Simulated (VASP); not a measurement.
# Al2O3 (P-6m2) in VASP: a series of runs

Runs on Al2O3. Level: PBE+D3(BJ). Tasks: single point.

Everything below comes from runs of VASP 6.6.1. Logs are shortened: lines on timing, memory, paths and dates and some standing lists are left out, and cuts for length are marked.

**1. The cell of the first run**

It takes space group P-6m2 (No. 187, hexagonal). The conventional cell has a = 2.917 Å, b = 2.917 Å, c = 7.424 Å, α = 90.00°, β = 90.00°, γ = 120.00°. Within 2.5 Å of Al (site symmetry 3m) lie 6 O at 1.88 to 2.20 Å. O (site symmetry 3m) has 3 Al at 1.88 Å within 2.5 Å. O (site symmetry -6m2) has 6 Al at 2.20 Å and 12 O at 2.82 to 2.92 Å within 3.0 Å.

**2. Single point, PBE+D3(BJ) (atoms shifted along a free coordinate)**

INCAR

```
ALGO = Normal
EDIFF = 1E-6
ENCUT = 520
GGA = PE
ISIF = 2
ISMEAR = 0
IVDW = 12
LASPH = True
LCHARG = False
LREAL = False
LWAVE = False
NBANDS = 20
NELM = 80
PREC = Accurate
SIGMA = 0.05
```

KPOINTS

```
k-points
0
Gamma
  9 9 4
```

POSCAR

```
Al2O3
1.0
    2.9172793866      0.0000000000      0.0000000000
   -1.4586396933      2.5264380587      0.0000000000
    0.0000000000      0.0000000000      7.4236882398
Al O
2 3
Direct
    0.0000000000      0.0000000000      0.1907358529
    0.0000000000      0.0000000000      0.8092641471
    0.3333333333      0.6666666667      0.3046509742
    0.6666666667      0.3333333333      0.0000000000
    0.3333333333      0.6666666667      0.6953490258
```

Potentials or basis: VASP PAW PBE potentials, release 64 (Al, O).

The run is started by

```bash
$ cat potpaw_PBE.64/Al/POTCAR potpaw_PBE.64/O/POTCAR > POTCAR
$ mpirun -np 1 vasp_std > vasp.out
```

OUTCAR:

```text
EDIFF = 1E-6
   ENCUT = 520
   GGA = PE
   ISIF = 2
   ISMEAR = 0
   IVDW = 12
   LASPH = True
   LREAL = False
   NELM = 80
   PREC = Accurate
 IVDW          = 12

 ion  position               nearest neighbor table
   1  0.000  0.000  0.191-   3 1.88   3 1.88   3 1.88   4 2.20   4 2.20   4 2.20   2 2.83
   2  0.000  0.000  0.809-   5 1.88   5 1.88   5 1.88   4 2.20   4 2.20   4 2.20   1 2.83
   3  0.333  0.667  0.305-   1 1.88   1 1.88   1 1.88
   4  0.667  0.333  0.000-   1 2.20   2 2.20   1 2.20   2 2.20   1 2.20   2 2.20
   5  0.333  0.667  0.695-   2 1.88   2 1.88   2 1.88

  LATTYP: Found a hexagonal cell.
 ALAT       =     2.9172793866
 C/A-ratio  =     2.5447299542

  Lattice vectors:

 A1 = (   2.9172793866,   0.0000000000,   0.0000000000)
 A2 = (  -1.4586396933,   2.5264380587,   0.0000000000)
 A3 = (   0.0000000000,   0.0000000000,   7.4236882398)

Analysis of symmetry for initial positions (statically):
=====================================================================
 Subroutine PRICEL returns:
 Original cell was already a primitive cell.

 Routine SETGRP: Setting up the symmetry group for a
 hexagonal supercell.

 Subroutine GETGRP returns: Found 12 space group operations
 (whereof 12 operations were pure point group operations)
 out of a pool of 24 trial point group operations.

The static configuration has the point symmetry D_3h.

Analysis of symmetry for dynamics (positions and initial velocities):
=====================================================================
 Subroutine PRICEL returns:
 Original cell was already a primitive cell.

 Routine SETGRP: Setting up the symmetry group for a
 hexagonal supercell.

 Subroutine GETGRP returns: Found 12 space group operations
 (whereof 12 operations were pure point group operations)
 out of a pool of 24 trial point group operations.

The dynamic configuration has the point symmetry D_3h.

 Subroutine INISYM returns: Found 12 space group operations
 (whereof 12 operations are pure point group operations),
 and found     1 'primitive' translations

----------------------------------------------------------------------------------------

                                     Primitive cell

  volume of cell :      54.7150

  direct lattice vectors                    reciprocal lattice vectors
     2.917279387  0.000000000  0.000000000     0.342785132  0.197907088  0.000000000
    -1.458639693  2.526438059  0.000000000     0.000000000  0.395814177  0.000000000
     0.000000000  0.000000000  7.423688240     0.000000000  0.000000000  0.134703933

  length of vectors
     2.917279387  2.917279387  7.423688240     0.395814177  0.395814177  0.134703933

  position of ions in fractional coordinates (direct lattice)
     0.000000000  0.000000000  0.190735853
     0.000000000  0.000000000  0.809264147
     0.333333333  0.666666667  0.304650974
     0.666666667  0.333333333  0.000000000
     0.333333333  0.666666667  0.695349026

  ion indices of the primitive-cell ions
   primitive index   ion index
                 1           1
                 2           2
                 3           3
                 4           4
                 5           5

----------------------------------------------------------------------------------------

 KPOINTS: k-points

Automatic generation of k-mesh.
 Grid dimensions read from file:
 generate k-points for:    9    9    4

 Generating k-lattice:

  Cartesian coordinates                     Fractional coordinates (reciprocal lattice)
     0.038087237  0.021989676  0.000000000     0.111111111  0.000000000  0.000000000
     0.000000000  0.043979353  0.000000000     0.000000000  0.111111111  0.000000000
     0.000000000  0.000000000  0.033675983     0.000000000  0.000000000  0.250000000

  Length of vectors
     0.043979353  0.043979353  0.033675983

  Shift w.r.t. Gamma in fractional coordinates (k-lattice)
     0.000000000  0.000000000  0.000000000

 Subroutine IBZKPT returns following result:
 ===========================================

 Found     36 irreducible k-points:

 Following reciprocal coordinates:
            Coordinates               Weight
  0.000000  0.000000  0.000000      1.000000
  0.111111  0.000000  0.000000      6.000000
  0.222222  0.000000  0.000000      6.000000
  0.333333 -0.000000  0.000000      6.000000
  0.444444  0.000000  0.000000      6.000000
  0.111111  0.111111  0.000000      6.000000
[... 16 lines left out ...]
  0.333333  0.222222  0.250000     24.000000
  0.333333  0.333333  0.250000      4.000000
 [... further k-points ...]
   k-points           NKPTS =     36   k-points in BZ     NKDIM =     36   number of bands    NBANDS=     20
   number of dos      NEDOS =    301   number of ions     NIONS =      5
   total plane-waves  NPLWV =  32256
   dimension x,y,z NGX =    24 NGY =   24 NGZ =   56
   dimension x,y,z NGXF=    48 NGYF=   48 NGZF=  112
   ions per type =               2   3
   NGX,Y,Z   is equivalent  to a cutoff of  13.68, 13.68, 12.54 a.u.
   NGXF,Y,Z  is equivalent  to a cutoff of  27.35, 27.35, 25.08 a.u.
 SYSTEM =  unknown system
   PREC   = accura    normal or accurate (medium, high low for compatibility)
   ISTART =      0    job   : 0-new  1-cont  2-samecut
   ICHARG =      2    charge: 1-file 2-atom 10-const
   ISPIN  =      1    spin polarized calculation?
   LNONCOLLINEAR =      F non collinear calculations
   LSORBIT =      F    spin-orbit coupling
   LASPH  =      T    aspherical Exc in radial PAW
   ENCUT  =  520.0 eV  38.22 Ry    6.18 a.u.   5.42  5.42 13.80*2*pi/ulx,y,z
   NELM   =     80;   NELMIN=  2; NELMDL= -5     # of ELM steps
   EDIFF  = 0.1E-05   stopping-criterion for ELM
   LREAL  =      F    real-space projection
   EDIFFG = 0.1E-04   stopping-criterion for IOM
   NSW    =      0    number of steps for IOM
   IBRION =     -1    ionic relax: 0-MD 1-quasi-New 2-CG
   NFREE  =      0    steps in history (QN), initial steepest desc. (CG)
   ISIF   =      2    stress and relaxation
   ISYM   =      2    0-nonsym 1-usesym 2-fastsym
   POTIM  = 0.5000    time-step for ionic-motion
   TEBEG  =    0.0;   TEEND  =   0.0 temperature during run
   PSTRESS=    0.0 pullay stress
   NELECT =      24.0000    total number of electrons
   NUPDOWN=      -1.0000    fix difference up-down
   EMIN   =  10.00;   EMAX   =-10.00  energy-range for DOS
   EFERMI =   0.00;   METHOD = LEGACY
   ISMEAR =     0;   SIGMA  =   0.05  broadening in eV -4-tet -1-fermi 0-gaus
   EFERMI_NEDOS =   21; number of points for ismear=-14 and -15
   IALGO  =     38    algorithm
   IMIX   =      4    mixing-type and parameters
     AMIX     =   0.40;   BMIX     =  1.00
     AMIX_MAG =   1.60;   BMIX_MAG =  1.00
  volume/ion in A,a.u.               =      10.94        73.85
  Fermi-wavevector in a.u.,A,eV,Ry     =   1.243874  2.350581 21.051246  1.547223
  Thomas-Fermi vector in A             =   2.378166
   LORBIT       =      0    0 simple, 1 ext, 2 COOP (PROOUT), +10 PAW based schemes
   GGA     = PE    functional components
   LHFCALC =     F    Hartree Fock is set to
   AEXX    =    0.0000 exact exchange contribution
   IVDW    =    12    specifies the selected vdW correction
   LEPSILON=     F    determine dielectric tensor
   LRPA    =     F    only Hartree local field effects (RPA)
 non-spin polarized calculation
 Gauss-broadening in eV      SIGMA  =   0.05
  energy-cutoff  :      520.00
  volume of cell :       54.72
 maximum number of plane-waves:      1515
 NGX is ok and might be reduce to    24
   NGX = 11   NGY = 11   NGZ = 27

 number of electron      23.9999985 magnetization

 Free energy of the ion-electron system (eV)
  ---------------------------------------------------
  ext. energy  EPLUGINS =         0.00000000
  ---------------------------------------------------
  free energy    TOTEN  =       -35.77146786 eV

  energy without entropy =      -35.77146786  energy(sigma->0) =      -35.77146786

 E-fermi :   3.6630     XC(G=0): -10.2253

 val. band max:        3.4030250367   @ k =   0.3333   0.3333   0.5000
 cond. band min:       6.7412014859   @ k =   0.0000   0.0000   0.0000
 fundamental gap:      3.3381764492
 Fermi energy:         3.6629986786

 k-point     1 :       0.0000    0.0000    0.0000
  band No.  band energies     occupation
      1     -15.4813      2.00000
      2     -13.7408      2.00000
      3     -13.3264      2.00000
      4      -2.2180      2.00000
      5       0.7514      2.00000
      6       1.6145      2.00000
[... 12 lines left out ...]
     19      17.1398      0.00000
     20      17.8833      0.00000

 k-point     2 :       0.1111    0.0000    0.0000
  band No.  band energies     occupation
      1     -15.3503      2.00000
      2     -13.6364      2.00000
      3     -13.2594      2.00000
      4      -2.1239      2.00000
      5       0.3223      2.00000
      6       1.4808      2.00000
[... 12 lines left out ...]
     19      17.0770      0.00000
     20      17.3896      0.00000

 k-point     3 :       0.2222    0.0000    0.0000
  band No.  band energies     occupation
      1     -14.9927      2.00000
      2     -13.3585      2.00000
      3     -13.0908      2.00000
      4      -1.9252      2.00000
      5      -0.8865      2.00000
      6       0.8647      2.00000
[... 12 lines left out ...]
     19      16.5552      0.00000
     20      17.6218      0.00000

 k-point     4 :       0.3333   -0.0000    0.0000
  band No.  band energies     occupation
      1     -14.5242      2.00000
      2     -13.0142      2.00000
      3     -12.9075      2.00000
      4      -2.1450      2.00000
      5      -1.8857      2.00000
      6      -0.1797      2.00000
[... 429 lines left out ...]
 k-point    23 :       0.3333    0.2222    0.2500
  band No.  band energies     occupation
      1     -14.0251      2.00000
      2     -12.7450      2.00000
      3     -12.6634      2.00000
      4      -2.5520      2.00000
      5      -1.7418      2.00000
      6      -0.8918      2.00000
[... 12 lines left out ...]
     19      15.8839      0.00000
     20      17.1127      0.00000

 k-point    24 :       0.3333    0.3333    0.2500
  band No.  band energies     occupation
      1     -13.9307      2.00000
      2     -12.6952      2.00000
      3     -12.6132      2.00000
      4      -2.4065      2.00000
      5      -1.5214      2.00000
      6      -1.3174      2.00000
[... 12 lines left out ...]
     19      15.9443      0.00000
     20      17.3914      0.00000

 [... further k-points ...]

------------------------ aborting loop because EDIFF is reached ----------------------------------------

 Edisp (eV)   -0.91837

 E8    (eV) :    -0.3469

  FORCE on cell =-STRESS in cart. coord.  units (eV):
  Direction    XX          YY          ZZ          XY          YZ          ZX
  --------------------------------------------------------------------------------------
  -------------------------------------------------------------------------------------
  Total      -5.47760    -5.47760    -6.10077     0.00000     0.00000     0.00000
  in kB    -160.39642  -160.39642  -178.64424     0.00000     0.00000     0.00000
  external pressure =     -166.48 kB  Pullay stress =        0.00 kB

 VOLUME and BASIS-vectors are now :
 -----------------------------------------------------------------------------
  energy-cutoff  :      520.00
  volume of cell :       54.72
      direct lattice vectors                 reciprocal lattice vectors
     2.917279387  0.000000000  0.000000000     0.342785132  0.197907088  0.000000000
    -1.458639693  2.526438059  0.000000000     0.000000000  0.395814177  0.000000000
     0.000000000  0.000000000  7.423688240     0.000000000  0.000000000  0.134703933

 POSITION                                       TOTAL-FORCE (eV/Angst)
 -----------------------------------------------------------------------------------
      0.00000      0.00000      1.41596        -0.000000     -0.000000      2.399500
      0.00000      0.00000      6.00772        -0.000000     -0.000000     -2.399500
     -0.00000      1.68429      2.26163        -0.000000      0.000000     -2.976710
      1.45864      0.84215      0.00000         0.000000     -0.000000     -0.000000
     -0.00000      1.68429      5.16205         0.000000      0.000000      2.976710
 -----------------------------------------------------------------------------------
    total drift:                               -0.000000      0.000000      0.000000

  FREE ENERGIE OF THE ION-ELECTRON SYSTEM (eV)
  ---------------------------------------------------
  free  energy   TOTEN  =       -36.6898407357 eV

  energy  without entropy=      -36.6898407357  energy(sigma->0) =      -36.68984074
```

Wall time 48 s (1 thread of Intel Xeon 8259CL, shared host); peak memory 0.2 GiB.

What came out:

```
Free energy                : -36.6898 eV
Pressure                   : -16.6 GPa
Largest force              : 2.977 eV/Å
Band gap on the k mesh     : 3.34 eV (least direct gap 3.39 eV)
Dispersion energy per atom : -0.184 eV
```

Forces on the atoms (eV/Å):
```
Al   0.000  0.000  2.400
Al   0.000  0.000 -2.400
O    0.000  0.000 -2.977
O    0.000  0.000  0.000
O    0.000  0.000  2.977
```

Levels at points of the mesh, in eV from the valence-band top:
```tsv
k point	band 8	band 9	band 10	band 11	band 12	band 13	band 14	band 15	band 16	band 17
(0.00, 0.00, 0.00)	-0.64	-0.64	-0.61	-0.61	-0.05	3.34	7.04	7.43	11.93	12.39
(0.00, 0.00, 0.50)	-0.96	-0.69	-0.69	-0.56	-0.56	3.82	6.62	7.58	11.43	13.76
```

Caveat: the cell differs from its parent crystal (atoms shifted along a free coordinate); the cell stands under tension; an odd mesh through Γ misses points on the zone boundary, where band edges can lie; forces of over 1 eV/Å act on the atoms, so gaps and moduli don't describe the material at rest.

[end of part 1 of 2]
